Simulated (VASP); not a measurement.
# Al3Cu (P4/mmm) in VASP: single point with r2SCAN

Aim: the single point of Al3Cu with r2SCAN.

All numbers are computed with VASP 6.6.1; they aren't measurements. Logs are shortened: lines on timing, memory, paths and dates and some standing lists are left out, and cuts for length are marked.

**1. The cell of the first run**

It takes space group P4/mmm (No. 123, tetragonal). The conventional cell has a = 2.776 Å, b = 2.776 Å, c = 7.577 Å, α = 90.00°, β = 90.00°, γ = 90.00°. Within 4.0 Å of Al (site symmetry 4/mmm) lie 16 Al at 2.78 to 3.93 Å and 2 Cu at 3.79 Å. Al (site symmetry 4mm) has 4 Cu at 2.59 Å and 9 Al at 2.78 to 3.38 Å within 3.4 Å. Cu (site symmetry 4/mmm) has 8 Al at 2.59 Å and 4 Cu at 2.78 Å within 3.4 Å.

**2. Single point, r2SCAN**

The input, POSCAR:

```
Al3Cu
1.0
    2.7764927989      0.0000000000      0.0000000000
    0.0000000000      2.7764927989      0.0000000000
    0.0000000000      0.0000000000      7.5772438148
Al Cu
3 1
Direct
    0.0000000000      0.0000000000      0.5000000000
    0.5000000000      0.5000000000      0.2230285403
    0.5000000000      0.5000000000      0.7769714597
    0.0000000000      0.0000000000      0.0000000000
```

The input, INCAR.step1:

```
SYSTEM = Al3Cu
PREC = Accurate
ENCUT = 520
ISMEAR = -1
SIGMA = 0.1
LREAL = .FALSE.
LASPH = .TRUE.
NELM = 60
NBANDS = 18
GGA = PE
ALGO = Normal
EDIFF = 1E-4
LWAVE = .TRUE.
LCHARG = .FALSE.
```

The input, INCAR.step2:

```
SYSTEM = Al3Cu
PREC = Accurate
ENCUT = 520
EDIFF = 1E-7
ISMEAR = -1
SIGMA = 0.1
LREAL = .FALSE.
LASPH = .TRUE.
NELM = 60
ALGO = Normal
ISIF = 2
LWAVE = .FALSE.
LCHARG = .TRUE.
METAGGA = R2SCAN
LMIXTAU = .TRUE.
LELF = .TRUE.
LVHAR = .TRUE.
NBANDS = 18
ISTART = 1
```

The input, KPOINTS:

```
regular mesh
0
G
  16 16 6
  0 0 0
```

Potentials or basis: VASP PAW PBE potentials, release 64 (Al, Cu).

Command:

```
$ cat potpaw_PBE.64/Al/POTCAR potpaw_PBE.64/Cu/POTCAR > POTCAR
$ cp INCAR.step1 INCAR
$ mpirun -np 1 vasp_std > vasp.out
$ cp INCAR.step2 INCAR
$ mpirun -np 1 vasp_std > vasp.out
```

OUTCAR:

```text
SYSTEM = Al3Cu
   PREC = Accurate
   ENCUT = 520
   EDIFF = 1E-7
   ISMEAR = -1
   LREAL = .FALSE.
   LASPH = .TRUE.
   NELM = 60
   ISIF = 2
   METAGGA = R2SCAN
   ISTART = 1

 ion  position               nearest neighbor table
   1  0.000  0.000  0.500-   2 2.87   3 2.87   2 2.87   3 2.87   2 2.87   3 2.87   2 2.87   3 2.87

   2  0.500  0.500  0.223-   4 2.59   4 2.59   4 2.59   4 2.59   1 2.87   1 2.87   1 2.87   1 2.87

   3  0.500  0.500  0.777-   4 2.59   4 2.59   4 2.59   4 2.59   1 2.87   1 2.87   1 2.87   1 2.87

   4  0.000  0.000  0.000-   2 2.59   3 2.59   2 2.59   3 2.59   2 2.59   3 2.59   2 2.59   3 2.59

  LATTYP: Found a simple tetragonal cell.
 ALAT       =     2.7764927989
 C/A-ratio  =     2.7290702205

  Lattice vectors:

 A1 = (   2.7764927989,   0.0000000000,   0.0000000000)
 A2 = (   0.0000000000,   2.7764927989,   0.0000000000)
 A3 = (   0.0000000000,   0.0000000000,   7.5772438148)

Analysis of symmetry for initial positions (statically):
=====================================================================
 Subroutine PRICEL returns:
 Original cell was already a primitive cell.

 Routine SETGRP: Setting up the symmetry group for a
 simple tetragonal supercell.

 Subroutine GETGRP returns: Found 16 space group operations
 (whereof 16 operations were pure point group operations)
 out of a pool of 16 trial point group operations.

The static configuration has the point symmetry D_4h.

Analysis of symmetry for dynamics (positions and initial velocities):
=====================================================================
 Subroutine PRICEL returns:
 Original cell was already a primitive cell.

 Routine SETGRP: Setting up the symmetry group for a
 simple tetragonal supercell.

 Subroutine GETGRP returns: Found 16 space group operations
 (whereof 16 operations were pure point group operations)
 out of a pool of 16 trial point group operations.

The dynamic configuration has the point symmetry D_4h.

 Subroutine INISYM returns: Found 16 space group operations
 (whereof 16 operations are pure point group operations),
 and found     1 'primitive' translations

----------------------------------------------------------------------------------------

                                     Primitive cell

  volume of cell :      58.4123

  direct lattice vectors                    reciprocal lattice vectors
     2.776492799  0.000000000  0.000000000     0.360166610  0.000000000  0.000000000
     0.000000000  2.776492799  0.000000000     0.000000000  0.360166610  0.000000000
     0.000000000  0.000000000  7.577243815     0.000000000  0.000000000  0.131974109

  length of vectors
     2.776492799  2.776492799  7.577243815     0.360166610  0.360166610  0.131974109

  position of ions in fractional coordinates (direct lattice)
     0.000000000  0.000000000  0.500000000
     0.500000000  0.500000000  0.223028540
     0.500000000  0.500000000  0.776971460
     0.000000000  0.000000000  0.000000000

  ion indices of the primitive-cell ions
   primitive index   ion index
                 1           1
                 2           2
                 3           3
                 4           4

----------------------------------------------------------------------------------------

 KPOINTS: regular mesh

Automatic generation of k-mesh.
 Grid dimensions read from file:
 generate k-points for:   16   16    6

 Generating k-lattice:

  Cartesian coordinates                     Fractional coordinates (reciprocal lattice)
     0.022510413  0.000000000  0.000000000     0.062500000  0.000000000  0.000000000
     0.000000000  0.022510413  0.000000000     0.000000000  0.062500000  0.000000000
     0.000000000  0.000000000  0.021995685     0.000000000  0.000000000  0.166666667

  Length of vectors
     0.022510413  0.022510413  0.021995685

  Shift w.r.t. Gamma in fractional coordinates (k-lattice)
     0.000000000  0.000000000  0.000000000

 Subroutine IBZKPT returns following result:
 ===========================================

 Found    180 irreducible k-points:

 Following reciprocal coordinates:
            Coordinates               Weight
  0.000000  0.000000  0.000000      1.000000
  0.062500  0.000000  0.000000      4.000000
  0.125000  0.000000  0.000000      4.000000
  0.187500  0.000000  0.000000      4.000000
  0.250000  0.000000  0.000000      4.000000
  0.312500  0.000000  0.000000      4.000000
[... 16 lines left out ...]
  0.437500  0.125000  0.000000      8.000000
  0.500000  0.125000  0.000000      4.000000
 [... further k-points ...]
   k-points           NKPTS =    180   k-points in BZ     NKDIM =    180   number of bands    NBANDS=     18
   number of dos      NEDOS =    301   number of ions     NIONS =      4
   total plane-waves  NPLWV =  32256
   dimension x,y,z NGX =    24 NGY =   24 NGZ =   56
   dimension x,y,z NGXF=    48 NGYF=   48 NGZF=  112
   ions per type =               3   1
   NGX,Y,Z   is equivalent  to a cutoff of  14.37, 14.37, 12.29 a.u.
   NGXF,Y,Z  is equivalent  to a cutoff of  28.74, 28.74, 24.57 a.u.
 SYSTEM =  Al3Cu
   PREC   = accura    normal or accurate (medium, high low for compatibility)
   ISTART =      1    job   : 0-new  1-cont  2-samecut
   ICHARG =      0    charge: 1-file 2-atom 10-const
   ISPIN  =      1    spin polarized calculation?
   LNONCOLLINEAR =      F non collinear calculations
   LSORBIT =      F    spin-orbit coupling
   LASPH  =      T    aspherical Exc in radial PAW
   ENCUT  =  520.0 eV  38.22 Ry    6.18 a.u.   5.16  5.16 14.09*2*pi/ulx,y,z
   NELM   =     60;   NELMIN=  2; NELMDL=  0     # of ELM steps
   EDIFF  = 0.1E-06   stopping-criterion for ELM
   LREAL  =      F    real-space projection
   EDIFFG = 0.1E-05   stopping-criterion for IOM
   NSW    =      0    number of steps for IOM
   IBRION =     -1    ionic relax: 0-MD 1-quasi-New 2-CG
   NFREE  =      0    steps in history (QN), initial steepest desc. (CG)
   ISIF   =      2    stress and relaxation
   ISYM   =      2    0-nonsym 1-usesym 2-fastsym
   POTIM  = 0.5000    time-step for ionic-motion
   TEBEG  =    0.0;   TEEND  =   0.0 temperature during run
   PSTRESS=    0.0 pullay stress
   NELECT =      20.0000    total number of electrons
   NUPDOWN=      -1.0000    fix difference up-down
   EMIN   =  10.00;   EMAX   =-10.00  energy-range for DOS
   EFERMI =   0.00;   METHOD = LEGACY
   ISMEAR =    -1;   SIGMA  =   0.10  broadening in eV -4-tet -1-fermi 0-gaus
   EFERMI_NEDOS =   21; number of points for ismear=-14 and -15
   IALGO  =     38    algorithm
   IMIX   =      4    mixing-type and parameters
     AMIX     =   0.40;   BMIX     =  1.00
     AMIX_MAG =   1.60;   BMIX_MAG =  1.00
  volume/ion in A,a.u.               =      14.60        98.55
  Fermi-wavevector in a.u.,A,eV,Ry     =   1.145293  2.164290 17.846717  1.311697
  Thomas-Fermi vector in A             =   2.281982
   LORBIT       =      0    0 simple, 1 ext, 2 COOP (PROOUT), +10 PAW based schemes
   METAGGA = R2SCAN    functional components
   LHFCALC =     F    Hartree Fock is set to
   AEXX    =    0.0000 exact exchange contribution
   IVDW    =     0    specifies the selected vdW correction
   LEPSILON=     F    determine dielectric tensor
   LRPA    =     F    only Hartree local field effects (RPA)
 non-spin polarized calculation
  energy-cutoff  :      520.00
  volume of cell :       58.41
 maximum number of plane-waves:      1597
 NGX is ok and might be reduce to    24
   NGX = 11   NGY = 11   NGZ = 29

 number of electron      20.0000008 magnetization

 Free energy of the ion-electron system (eV)
  ---------------------------------------------------
  ext. energy  EPLUGINS =         0.00000000
  ---------------------------------------------------
  free energy    TOTEN  =       -31.42607831 eV

  energy without entropy =      -31.37988211  energy(sigma->0) =      -31.40298021

 E-fermi :   8.5084     XC(G=0): -11.6949

 val. band max:        8.5039627807   @ k =   0.4375   0.1875   0.3333
 cond. band min:       8.5104879422   @ k =   0.2500   0.1875   0.0000
 fundamental gap:      0.0065251615
 Fermi energy:         8.5083587254

 k-point     1 :       0.0000    0.0000    0.0000
  band No.  band energies     occupation
      1      -3.4093      2.00000
      2      -0.8617      2.00000
      3      -0.4980      2.00000
      4       3.8080      2.00000
      5       3.8757      2.00000
      6       4.7356      2.00000
[... 10 lines left out ...]
     17      18.2892      0.00000
     18      18.2892      0.00000

 k-point     2 :       0.0625    0.0000    0.0000
  band No.  band energies     occupation
      1      -3.3291      2.00000
      2      -0.7887      2.00000
      3      -0.4178      2.00000
      4       3.8220      2.00000
      5       3.8980      2.00000
      6       4.6810      2.00000
[... 10 lines left out ...]
     17      18.3765      0.00000
     18      18.6247      0.00000

 k-point     3 :       0.1250    0.0000    0.0000
  band No.  band energies     occupation
      1      -3.0889      2.00000
      2      -0.5707      2.00000
      3      -0.1780      2.00000
      4       3.8588      2.00000
      5       3.9621      2.00000
      6       4.5475      2.00000
[... 10 lines left out ...]
     17      18.6367      0.00000
     18      18.9916      0.00000

 k-point     4 :       0.1875    0.0000    0.0000
  band No.  band energies     occupation
      1      -2.6904      2.00000
      2      -0.2115      2.00000
      3       0.2184      2.00000
      4       3.9078      2.00000
      5       4.0537      2.00000
      6       4.3853      2.00000
[... 375 lines left out ...]
      4       3.6966      2.00000
      5       4.0060      2.00000
      6       4.2797      2.00000
[... 10 lines left out ...]
     17      17.0304      0.00000
     18      18.2570      0.00000

 k-point    23 :       0.4375    0.1250    0.0000
  band No.  band energies     occupation
      1       0.6989      2.00000
      2       2.4443      2.00000
      3       2.8665      2.00000
      4       3.3178      2.00000
      5       3.8989      2.00000
      6       4.2341      2.00000
[... 10 lines left out ...]
     17      17.8744      0.00000
     18      17.9803      0.00000

 k-point    24 :       0.5000    0.1250    0.0000
  band No.  band energies     occupation
      1       1.6948      2.00000
      2       1.8618      2.00000
      3       2.7413      2.00000
      4       3.8383      2.00000
      5       3.9199      2.00000
      6       3.9511      2.00000
[... 10 lines left out ...]
     17      16.8388      0.00000
     18      18.7716      0.00000

 [... further k-points ...]

------------------------ aborting loop because EDIFF is reached ----------------------------------------

  FORCE on cell =-STRESS in cart. coord.  units (eV):
  Direction    XX          YY          ZZ          XY          YZ          ZX
  --------------------------------------------------------------------------------------
  -------------------------------------------------------------------------------------
  Total       -0.0711080     -0.0711080     -0.0892270      0.0000000      0.0000000      0.0000000
  in kB       -1.9504040     -1.9504040     -2.4473859      0.0000000      0.0000000      0.0000000
  external PRESSURE =      -2.1160647 kB  Pullay stress =       0.0000000 kB

 VOLUME and BASIS-vectors are now :
 -----------------------------------------------------------------------------
  energy-cutoff  :      520.00
  volume of cell :       58.41
      direct lattice vectors                 reciprocal lattice vectors
     2.776492799  0.000000000  0.000000000     0.360166610  0.000000000  0.000000000
     0.000000000  2.776492799  0.000000000     0.000000000  0.360166610  0.000000000
     0.000000000  0.000000000  7.577243815     0.000000000  0.000000000  0.131974109

 POSITION                                       TOTAL-FORCE (eV/Angst)
 -----------------------------------------------------------------------------------
      0.00000      0.00000      3.78862         0.000000      0.000000     -0.000000
      1.38825      1.38825      1.68994         0.000000     -0.000000      0.015837
      1.38825      1.38825      5.88730        -0.000000     -0.000000     -0.015837
      0.00000      0.00000      0.00000         0.000000      0.000000     -0.000000
 -----------------------------------------------------------------------------------
    total drift:                               -0.000000      0.000000     -0.000000

  FREE ENERGIE OF THE ION-ELECTRON SYSTEM (eV)
  ---------------------------------------------------
  free  energy   TOTEN  =       -31.4260783105 eV

  energy  without entropy=      -31.3798821080  energy(sigma->0) =      -31.40298021
```

It took 23 min on 1 thread of Intel Xeon 8259CL, shared host; peak memory 0.28 GiB.

Results:

```
Free energy            : -31.4261 eV
Pressure               : -0.2 GPa
Largest force          : 0.016 eV/Å
Band gap on the k mesh : zero (bands 10 and 11 overlap by 6.45 eV)
```

Forces in eV/Å, atoms in the order of the input:
```
Al   0.000  0.000  0.000
Al   0.000  0.000  0.016
Al   0.000  0.000 -0.016
Cu   0.000  0.000  0.000
```

Levels at points of the mesh, in eV from the Fermi level:
| k point | band 6 | band 7 | band 8 | band 9 | band 10 | band 11 | band 12 | band 13 | band 14 | band 15 |
| --- | --- | --- | --- | --- | --- | --- | --- | --- | --- | --- |
| (0.00, 0.00, 0.00) | -3.77 | -3.77 | -3.38 | -1.95 | 0.59 | 6.63 | 7.11 | 7.11 | 8.29 | 9.63 |
| (0.50, 0.00, 0.00) | -4.37 | -3.86 | -3.83 | -3.67 | -2.46 | -1.95 | 2.79 | 4.08 | 4.34 | 5.52 |
| (0.50, 0.50, 0.00) | -2.74 | -2.74 | -0.52 | -0.36 | 0.13 | 0.13 | 0.47 | 0.47 | 0.64 | 2.51 |
| (0.00, 0.00, 0.50) | -3.77 | -3.77 | -3.72 | -3.38 | 4.36 | 5.92 | 6.62 | 7.69 | 7.69 | 7.86 |
| (0.50, 0.00, 0.50) | -4.46 | -3.86 | -3.67 | -2.79 | -1.10 | -1.03 | 0.08 | 0.93 | 9.16 | 9.17 |
| (0.50, 0.50, 0.50) | -1.97 | -1.97 | -1.83 | -1.83 | -0.56 | -0.54 | 0.60 | 1.93 | 3.42 | 3.42 |

Caveat: the PAW data sets were made with another functional, which shifts forces and pressure a little.
